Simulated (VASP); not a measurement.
# MgZn2TeSe2 (P4/mmm) in VASP: a series of runs, part 2 of 2

VASP 6.6.1. Earlier steps stand in the parts before.

**4. Relaxation of cell and atoms, PBE**

Contents of INCAR:

```
SYSTEM = MgZn2TeSe2
PREC     = Accurate       ! precision mode
ENCUT    = 600            ! plane-wave cutoff, eV
EDIFF    = 1E-6           ! SCF threshold, eV
ISMEAR   = 0              ! smearing method
SIGMA    = 0.1            ! smearing width, eV
LREAL    = .FALSE.        ! projectors in reciprocal space
LASPH    = .TRUE.         ! aspherical terms in the spheres
NELM     = 60             ! most SCF steps
ALGO     = Normal         ! electronic algorithm
ISIF     = 3              ! what is computed and relaxed
LWAVE    = .FALSE.        ! write WAVECAR
LCHARG   = .FALSE.        ! write CHGCAR
GGA      = PE             ! functional
IBRION   = 2              ! ionic algorithm
NSW      = 90             ! ionic steps
EDIFFG   = -0.04          ! ionic threshold
```

Contents of KPOINTS:

```
regular mesh
0
G
  4 4 4
  0 0 0
```

Contents of POSCAR:

```
MgZn2TeSe2
1.0
    4.5428559400      0.0000000000      0.0000000000
    0.0000000000      4.5428559400      0.0000000000
    0.0000000000      0.0000000000      5.9774020500
Mg Zn Te Se
1 2 1 2
Direct
    0.0000000000      0.0000000000      0.5000000000
    0.5000000000      0.5000000000      0.2707569900
    0.5000000000      0.5000000000      0.7292430100
    0.0000000000      0.0000000000      0.0000000000
    0.0000000000      0.5000000000      0.0000000000
    0.5000000000      0.0000000000      0.0000000000
```

Launch:

```console
> cat potpaw_PBE.64/Mg/POTCAR potpaw_PBE.64/Zn/POTCAR potpaw_PBE.64/Te/POTCAR potpaw_PBE.64/Se/POTCAR > POTCAR
> mpirun -np 1 vasp_std > vasp.out
```

It took 4.7 min on 1 thread of Intel Xeon 6975P-C (Granite Rapids), shared host; peak memory 0.3 GiB.

It converged, with:

```
Free energy                            : -13.4896 eV
Relaxed volume                         : 27.92 Å³/atom
Relaxed cell                           : a = 5.604 Å, b = 5.604 Å, c = 5.335 Å, α = 90.00°, β = 90.00°, γ = 90.00°
Space group after relaxing (to 0.05 Å) : P4/mmm (No. 123)
Energy gained by relaxing              : 1147.6 meV/atom
Ionic steps                            : 13
Pressure after relaxing                : -0.1 GPa
Largest force after relaxing           : 0.006 eV/Å
Band gap on the k mesh                 : zero (band 22 reaches 2.86 eV, above the bottom of band 23 at 1.72 eV)
```

Forces in eV/Å, atoms in the order of the input:
```
Mg   0.000  0.000  0.000
Zn   0.000  0.000 -0.006
Zn   0.000  0.000  0.006
Te   0.000  0.000  0.000
Se   0.000  0.000  0.000
Se   0.000  0.000  0.000
```

Step by step:
```
step  energy change (eV)  largest force (eV/Å)  pressure (GPa)  volume (Å³)
   1              0.0000                0.8265           33.64       123.36
   2             -5.8056                0.2605           -5.33       212.64
   3             -6.3057                0.1971           -1.50       178.84
   4             -6.3172                0.2198           -2.54       184.39
   5             -6.3193                0.2148           -2.28       182.91
   6             -6.7154                0.3542           -1.35       174.29
   7             -6.8337                0.5854           -0.24       168.58
   8             -6.8373                0.6649            0.14       167.03
   9             -6.8378                0.6448            0.05       167.41
  10             -6.8710                0.3437            0.08       166.95
  11             -6.8847                0.0368            0.24       166.27
  12             -6.8852                0.0185            0.21       166.38
  13             -6.8858                0.0056           -0.08       167.55
```

Final structure:
```
CELL_PARAMETERS angstrom
5.60395 0.00000 0.00000
0.00000 5.60395 0.00000
0.00000 0.00000 5.33514
ATOMIC_POSITIONS crystal
Mg 0.00000 0.00000 0.50000
Zn 0.50000 0.50000 0.25803
Zn 0.50000 0.50000 0.74197
Te 0.00000 0.00000 0.00000
Se 0.00000 0.50000 0.00000
Se 0.50000 0.00000 0.00000
```

Levels at points of the mesh, in eV from the Fermi level:
```
           k point  band 20  band 21  band 22  band 23  band 24  band 25
(0.00, 0.00, 0.00)    -1.62    -1.46    -0.76     1.26     2.75     2.83
(0.50, 0.00, 0.00)    -1.73    -1.40    -1.06    -0.98     1.74     2.19
(0.50, 0.50, 0.00)    -1.83    -1.20    -1.13    -1.02    -0.24     0.90
(0.00, 0.00, 0.50)    -2.25    -1.97    -0.27     0.85     0.85     2.98
(0.50, 0.00, 0.50)    -1.68    -1.66    -1.29     1.23     1.87     2.13
(0.50, 0.50, 0.50)    -1.69    -1.69    -1.00    -0.99     1.85     2.93
```

Caveat: the volume moved by over 15 % at a fixed basis, so the end points are rough; spin-orbit coupling is left out, which moves the levels of the heavy elements.

**5. Single point, PBE**

This run uses another cell than the first one, of 27.94 Å³/atom, 1.359 times its volume.

Contents of INCAR:

```
  PREC = Accurate
  ENCUT = 520
  EDIFF = 1E-7
  ISMEAR = 0
  SIGMA = 0.1
  LREAL = False
  LASPH = True
  NELM = 80
  ALGO = Normal
  ISIF = 2
  LWAVE = False
  LCHARG = True
  GGA = PE
  LELF = True
  LVHAR = True
  NBANDS = 31
```

Contents of KPOINTS:

```
regular mesh
0
Gamma
  8 8 8
```

Contents of POSCAR:

```
MgZn2TeSe2
1.0
    5.5926057661      0.0000000000      0.0000000000
    0.0000000000      5.5926057661      0.0000000000
    0.0000000000      0.0000000000      5.3602356682
Mg Zn Te Se
1 2 1 2
Direct
    0.0000000000      0.0000000000      0.5000000000
    0.5000000000      0.5000000000      0.2592973450
    0.5000000000      0.5000000000      0.7407026550
    0.0000000000      0.0000000000      0.0000000000
    0.0000000000      0.5000000000      0.0000000000
    0.5000000000      0.0000000000      0.0000000000
```

Launch:

```console
> cat potpaw_PBE.64/Mg/POTCAR potpaw_PBE.64/Zn/POTCAR potpaw_PBE.64/Te/POTCAR potpaw_PBE.64/Se/POTCAR > POTCAR
> mpirun -np 1 vasp_std > vasp.out
```

It took 2.6 min on 1 thread of Intel Xeon 6975P-C (Granite Rapids), shared host; peak memory 0.54 GiB.

Results (log left out):

| Item | Value |
| --- | --- |
| Free energy | -13.1760 eV |
| Pressure | 0.0 GPa |
| Band gap on the k mesh | zero (band 22 reaches 2.84 eV, above the bottom of band 23 at 1.68 eV) |

Stress tensor (GPa, compression positive):
```
0.00 0.00 0.00
0.00 0.00 0.00
0.00 0.00 0.08
```

Levels at points of the mesh, in eV from the Fermi level:
```csv
k point,band 19,band 20,band 21,band 22,band 23,band 24,band 25,band 26
"(0.00, 0.00, 0.00)",-2.42,-1.61,-1.42,-0.70,1.28,2.72,2.86,2.86
"(0.50, 0.00, 0.00)",-1.96,-1.71,-1.36,-1.05,-0.94,1.70,2.23,3.19
"(0.50, 0.50, 0.00)",-1.78,-1.78,-1.22,-1.09,-1.02,-0.18,0.49,0.92
"(0.00, 0.00, 0.50)",-2.25,-2.25,-1.94,-0.26,0.90,0.90,2.99,4.05
"(0.50, 0.00, 0.50)",-1.83,-1.64,-1.64,-1.27,1.25,1.95,2.15,2.39
"(0.50, 0.50, 0.50)",-2.20,-1.64,-1.64,-1.01,-0.95,1.87,2.95,2.95
```

Caveat: spin-orbit coupling is left out, which moves the levels of the heavy elements.

**6. Overview**

```tsv
task	cell	k mesh	cutoff (eV)	gap on the mesh (eV)	pressure (GPa)	largest force (eV/Å)
single point	a = 4.543, b = 4.543, c = 5.977 Å, 6 atoms	4 × 4 × 4	520	none	33.7	0.83
single point	a = 5.606, b = 5.606, c = 5.327 Å, 6 atoms	4 × 4 × 4	520	none	0.0	-
relaxation of cell and atoms	relaxed from a = 4.543, b = 4.543, c = 5.977 Å, 6 atoms	4 × 4 × 4	600	none	-0.1	0.01
single point	a = 5.593, b = 5.593, c = 5.360 Å, 6 atoms	8 × 8 × 8	520	none	0.0	-
```

Alike in all rows: level PBE; potentials or basis VASP PAW PBE potentials, release 64 (Mg, Zn, Te, Se); no spin polarisation; smearing gaussian 0.1 eV.

Caveats: spin-orbit coupling is left out, which moves the levels of the heavy elements; the volume moved by over 15 % at a fixed basis, so the end points are rough (some runs).

Absolute energies hang on the potentials; compare differences alone.
